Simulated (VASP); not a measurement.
# Ge (Pm-3m) in VASP: further runs

Aim: see how the results for Ge move with the level of theory and the settings. Levels: PBE, PBE+D3(BJ). Tasks: single point.

All numbers are computed with VASP 6.6.1; they aren't measurements. Logs are shortened: lines on timing, memory, paths and dates and some standing lists are left out, and cuts for length are marked.

**1. The cell of the first run**

It takes space group Pm-3m (No. 221, cubic). Conventional cell: a = 2.636 Å, b = 2.636 Å, c = 2.636 Å, α = 90.00°, β = 90.00°, γ = 90.00°. Within 3.5 Å of Ge (site symmetry m-3m) lie 6 Ge at 2.64 Å.

**2. Single point, PBE**

Input file INCAR:

```
SYSTEM = Ge
PREC = Accurate ; ENCUT = 520
EDIFF = 1E-7 ; ISMEAR = -1
SIGMA = 0.08 ; LREAL = .False.
LASPH = .True. ; NELM = 80
ALGO = Normal ; ISIF = 2
LWAVE = .False. ; LCHARG = .False.
GGA = PE ; NBANDS = 13
```

Input file KPOINTS:

```
regular mesh
0
Gamma
  15 15 15
  0 0 0
```

Input file POSCAR:

```
Ge
1.0
    2.6360319008      0.0000000000      0.0000000000
    0.0000000000      2.6360319008      0.0000000000
    0.0000000000      0.0000000000      2.6360319008
Ge
1
Direct
    0.0000000000      0.0000000000      0.0000000000
```

Potentials or basis: VASP PAW PBE potentials, release 64 (Ge_d).

Started as:

```console
cat potpaw_PBE.64/Ge_d/POTCAR > POTCAR
mpirun -np 1 vasp_std > vasp.out
```

OUTCAR:

```text
SYSTEM = Ge
   PREC = Accurate
   ENCUT = 520
   EDIFF = 1E-7
   ISMEAR = -1
   LREAL = .False.
   LASPH = .True.
   NELM = 80
   ISIF = 2
   GGA = PE

 ion  position               nearest neighbor table
   1  0.000  0.000  0.000-

  LATTYP: Found a simple cubic cell.
 ALAT       =     2.6360319008

  Lattice vectors:

 A1 = (   2.6360319008,   0.0000000000,   0.0000000000)
 A2 = (   0.0000000000,   2.6360319008,   0.0000000000)
 A3 = (   0.0000000000,   0.0000000000,   2.6360319008)

Analysis of symmetry for initial positions (statically):
=====================================================================
 Subroutine PRICEL returns:
 Original cell was already a primitive cell.

 Routine SETGRP: Setting up the symmetry group for a
 simple cubic supercell.

 Subroutine GETGRP returns: Found 48 space group operations
 (whereof 48 operations were pure point group operations)
 out of a pool of 48 trial point group operations.

The static configuration has the point symmetry O_h .

Analysis of symmetry for dynamics (positions and initial velocities):
=====================================================================
 Subroutine PRICEL returns:
 Original cell was already a primitive cell.

 Routine SETGRP: Setting up the symmetry group for a
 simple cubic supercell.

 Subroutine GETGRP returns: Found 48 space group operations
 (whereof 48 operations were pure point group operations)
 out of a pool of 48 trial point group operations.

The dynamic configuration has the point symmetry O_h .

 Subroutine INISYM returns: Found 48 space group operations
 (whereof 48 operations are pure point group operations),
 and found     1 'primitive' translations

----------------------------------------------------------------------------------------

                                     Primitive cell

  volume of cell :      18.3169

  direct lattice vectors                    reciprocal lattice vectors
     2.636031901  0.000000000  0.000000000     0.379358080  0.000000000  0.000000000
     0.000000000  2.636031901  0.000000000     0.000000000  0.379358080  0.000000000
     0.000000000  0.000000000  2.636031901     0.000000000  0.000000000  0.379358080

  length of vectors
     2.636031901  2.636031901  2.636031901     0.379358080  0.379358080  0.379358080

  position of ions in fractional coordinates (direct lattice)
     0.000000000  0.000000000  0.000000000

[... 76 lines left out ...]
   LREAL  =      F    real-space projection
   EDIFFG = 0.1E-05   stopping-criterion for IOM
   NSW    =      0    number of steps for IOM
   IBRION =     -1    ionic relax: 0-MD 1-quasi-New 2-CG
   NFREE  =      0    steps in history (QN), initial steepest desc. (CG)
   ISIF   =      2    stress and relaxation
   ISYM   =      2    0-nonsym 1-usesym 2-fastsym
   POTIM  = 0.5000    time-step for ionic-motion
   TEBEG  =    0.0;   TEEND  =   0.0 temperature during run
   PSTRESS=    0.0 pullay stress
   NELECT =      14.0000    total number of electrons
   NUPDOWN=      -1.0000    fix difference up-down
   EMIN   =  10.00;   EMAX   =-10.00  energy-range for DOS
   EFERMI =   0.00;   METHOD = LEGACY
   ISMEAR =    -1;   SIGMA  =   0.08  broadening in eV -4-tet -1-fermi 0-gaus
   EFERMI_NEDOS =   21; number of points for ismear=-14 and -15
   IALGO  =     38    algorithm
   IMIX   =      4    mixing-type and parameters
     AMIX     =   0.40;   BMIX     =  1.00
     AMIX_MAG =   1.60;   BMIX_MAG =  1.00
  volume/ion in A,a.u.               =      18.32       123.61
  Fermi-wavevector in a.u.,A,eV,Ry     =   1.496811  2.828562 30.483063  2.240442
  Thomas-Fermi vector in A             =   2.608779
   LORBIT       =      0    0 simple, 1 ext, 2 COOP (PROOUT), +10 PAW based schemes
   GGA     = PE    functional components
[... 5 lines left out ...]
 non-spin polarized calculation
  energy-cutoff  :      520.00
  volume of cell :       18.32
 maximum number of plane-waves:       504
 NGX is ok and might be reduce to    20

 number of electron      14.0000015 magnetization

 Free energy of the ion-electron system (eV)
  ---------------------------------------------------
  ext. energy  EPLUGINS =         0.00000000
  ---------------------------------------------------
  free energy    TOTEN  =        -4.24298541 eV

  energy without entropy =       -4.23192038  energy(sigma->0) =       -4.23745290

 E-fermi :   6.7856     XC(G=0): -11.3294

 val. band max:        6.7787813936   @ k =   0.4000   0.3333   0.0000
 cond. band min:       6.7883420858   @ k =   0.2667   0.2000   0.1333
 fundamental gap:      0.0095606922
 Fermi energy:         6.7856302607

 k-point     1 :       0.0000    0.0000    0.0000
  band No.  band energies     occupation
      1     -17.9451      2.00000
      2     -17.9451      2.00000
      3     -17.6360      2.00000
      4     -17.6360      2.00000
      5     -17.6360      2.00000
      6      -6.6105      2.00000
      7      13.8621      0.00000
      8      13.8621      0.00000
      9      13.8621      0.00000
     10      17.1585      0.00000
     11      17.1585      0.00000
     12      20.1432      0.00000
     13      36.5130      0.00000
[... 354 lines left out ...]
  band No.  band energies     occupation
      1     -17.8799      2.00000
      2     -17.7357      2.00000
      3     -17.7260      2.00000
      4     -17.6937      2.00000
      5     -17.6582      2.00000
      6      -3.4987      2.00000
      7       4.5295      2.00000
      8      10.0652      0.00000
      9      16.7120      0.00000
     10      18.4248      0.00000
     11      21.2403      0.00000
     12      26.8025      0.00000
     13      26.8943      0.00000

 [... further k-points ...]

------------------------ aborting loop because EDIFF is reached ----------------------------------------

  FORCE on cell =-STRESS in cart. coord.  units (eV):
  Direction    XX          YY          ZZ          XY          YZ          ZX
  --------------------------------------------------------------------------------------
  -------------------------------------------------------------------------------------
  Total        0.7735793      0.7735793      0.7735793      0.0000000      0.0000000     -0.0000000
  in kB       67.6648958     67.6648958     67.6648958      0.0000000      0.0000000     -0.0000000
  external PRESSURE =      67.6648958 kB  Pullay stress =       0.0000000 kB

 VOLUME and BASIS-vectors are now :
 -----------------------------------------------------------------------------
  energy-cutoff  :      520.00
  volume of cell :       18.32
      direct lattice vectors                 reciprocal lattice vectors
     2.636031901  0.000000000  0.000000000     0.379358080  0.000000000  0.000000000
     0.000000000  2.636031901  0.000000000     0.000000000  0.379358080  0.000000000
     0.000000000  0.000000000  2.636031901     0.000000000  0.000000000  0.379358080

 POSITION                                       TOTAL-FORCE (eV/Angst)
 -----------------------------------------------------------------------------------
      0.00000      0.00000      0.00000         0.000000      0.000000      0.000000
 -----------------------------------------------------------------------------------
    total drift:                                0.000000      0.000000      0.000000

  FREE ENERGIE OF THE ION-ELECTRON SYSTEM (eV)
  ---------------------------------------------------
  free  energy   TOTEN  =        -4.2429854076 eV

  energy  without entropy=       -4.2319203849  energy(sigma->0) =       -4.23745290
```

OSZICAR:

```text
N       E                     dE             d eps       ncg     rms          rms(c)
DAV:   1     0.644012775026E+02    0.64401E+02   -0.72030E+03  3423   0.300E+03
DAV:   2     0.139996397892E+01   -0.63001E+02   -0.60297E+02  3245   0.437E+02
DAV:   3    -0.417580589881E+01   -0.55758E+01   -0.55513E+01  3508   0.727E+01
DAV:   4    -0.424883891213E+01   -0.73033E-01   -0.73017E-01  3580   0.895E+00
DAV:   5    -0.424951567604E+01   -0.67676E-03   -0.67676E-03  3595   0.958E-01    0.159E+00
DAV:   6    -0.424472505605E+01    0.47906E-02   -0.57104E-03  3910   0.178E+00    0.915E-01
DAV:   7    -0.424301329820E+01    0.17118E-02   -0.46427E-03  3813   0.131E+00    0.786E-02
DAV:   8    -0.424299062181E+01    0.22676E-04   -0.72877E-04  3720   0.644E-01    0.344E-02
DAV:   9    -0.424298600829E+01    0.46135E-05   -0.30371E-05  3978   0.121E-01    0.898E-03
DAV:  10    -0.424298564354E+01    0.36475E-06   -0.10074E-06  3390   0.109E-02    0.115E-03
DAV:  11    -0.424298542460E+01    0.21894E-06   -0.10762E-07  3479   0.420E-03    0.143E-04
DAV:  12    -0.424298540759E+01    0.17012E-07   -0.19591E-09  1890   0.654E-04
   1 F= -.42429854E+01 E0= -.42374529E+01  d E =-.110650E-01
```

Run time: 7.5 s. Hardware: 1 thread of Intel Xeon 6975P-C (Granite Rapids), shared host; peak memory 0.14 GiB.

Results:

```
Free energy            : -4.2430 eV
Pressure               : 6.8 GPa
Band gap on the k mesh : zero (band 7 reaches 13.86 eV, above the bottom of band 8 at 4.32 eV)
```

Levels at points of the mesh, in eV from the Fermi level:
```
           k point  band 5  band 6  band 7  band 8  band 9  band 10
(0.00, 0.00, 0.00)  -24.42  -13.40    7.08    7.08    7.08    10.37
```

**3. Single point, PBE+D3(BJ)**

Input file INCAR:

```
SYSTEM = Ge
  ALGO = Normal
  EDIFF = 1E-6
  ENCUT = 520
  GGA = PE
  ISIF = 2
  ISMEAR = -5
  IVDW = 12
  LASPH = .TRUE.
  LCHARG = .TRUE.
  LELF = .TRUE.
  LREAL = .FALSE.
  LVHAR = .TRUE.
  LWAVE = .FALSE.
  NBANDS = 13
  NELM = 80
  PREC = Accurate
  SIGMA = 0.1
```

Input file KPOINTS:

```
k-points
0
G
  15 15 15
  0 0 0
```

POSCAR is that of step 2.

Potentials or basis: VASP PAW PBE potentials, release 64 (Ge_d).

Started as:

```console
cat potpaw_PBE.64/Ge_d/POTCAR > POTCAR
mpirun -np 1 vasp_std > vasp.out
```

It took 8.3 s on 1 thread of Intel Xeon 6975P-C (Granite Rapids), shared host; peak memory 0.15 GiB.

The run converged. Its results:

```yaml
Free_energy: -4.6044 eV
Pressure: 3.4 GPa
Band_gap_on_the_k_mesh: zero (band 7 reaches 13.86 eV, above the bottom of band 8 at 4.32 eV)
Dispersion_energy_per_atom: -0.365 eV
```

Levels at points of the mesh, in eV from the Fermi level:
```tsv
k point	band 3	band 4	band 5	band 6	band 7	band 8	band 9	band 10	band 11	band 12
(0.00, 0.00, 0.00)	-24.46	-24.46	-24.46	-13.43	7.04	7.04	7.04	10.34	10.34	13.33
```

Caveat: three body term missing; pairwise dispersion overbinds metals, which lowers pressure and volume; tetrahedron occupations give inexact forces and stress in metals.

**4. Single point, PBE**

This run uses another cell than the first one, of 19.91 Å³/atom, 1.087 times its volume.

Input file INCAR:

```
SYSTEM = Ge
  PREC = Accurate
  ENCUT = 520
  EDIFF = 1E-6
  ISMEAR = -1
  SIGMA = 0.08
  LREAL = .FALSE.
  LASPH = .TRUE.
  NELM = 100
  ALGO = Normal
  ISIF = 2
  LWAVE = .FALSE.
  LCHARG = .FALSE.
  GGA = PE
  NBANDS = 13
```

Input file KPOINTS:

```
Automatic mesh
0
G
  15 15 15
  0 0 0
```

Input file POSCAR:

```
Ge
1.0
    2.7103250929      0.0000000000      0.0000000000
    0.0000000000      2.7103250929      0.0000000000
    0.0000000000      0.0000000000      2.7103250929
Ge
1
Direct
    0.0000000000      0.0000000000      0.0000000000
```

Started as:

```console
cat potpaw_PBE.64/Ge_d/POTCAR > POTCAR
mpirun -np 1 vasp_std > vasp.out
```

Run time: 6.7 s. Hardware: 1 thread of Intel Xeon 6975P-C (Granite Rapids), shared host; peak memory 0.14 GiB.

It converged, with:

* Free energy: -4.2746 eV
* Pressure: -0.1 GPa
* Band gap on the k mesh: zero (band 7 reaches 12.50 eV, above the bottom of band 8 at 3.60 eV)

Levels at points of the mesh, in eV from the Fermi level:
| k point | band 3 | band 4 | band 5 | band 6 | band 7 | band 8 | band 9 | band 10 | band 11 | band 12 |
| --- | --- | --- | --- | --- | --- | --- | --- | --- | --- | --- |
| (0.00, 0.00, 0.00) | -24.40 | -24.40 | -24.40 | -12.70 | 6.62 | 6.62 | 6.62 | 10.05 | 10.05 | 12.46 |

**5. Overview**

| level | cell | smearing | gap on the mesh (eV) | pressure (GPa) |
| --- | --- | --- | --- | --- |
| PBE | a = 2.636 Å, 1 atom | fermi-dirac 0.08 eV | none | 6.8 |
| PBE+D3(BJ) | a = 2.636 Å, 1 atom | tetrahedron | none | 3.4 |
| PBE | a = 2.710 Å, 1 atom | fermi-dirac 0.08 eV | none | -0.1 |

Alike in all rows: task single point; potentials or basis VASP PAW PBE potentials, release 64 (Ge_d); no spin polarisation; k mesh 15 × 15 × 15; cutoff (eV) 520.

Caveats: three body term missing (some runs); pairwise dispersion overbinds metals, which lowers pressure and volume (some runs); tetrahedron occupations give inexact forces and stress in metals (some runs).

Total energies depend on the potentials used, so only differences within one code and one set of settings carry meaning.
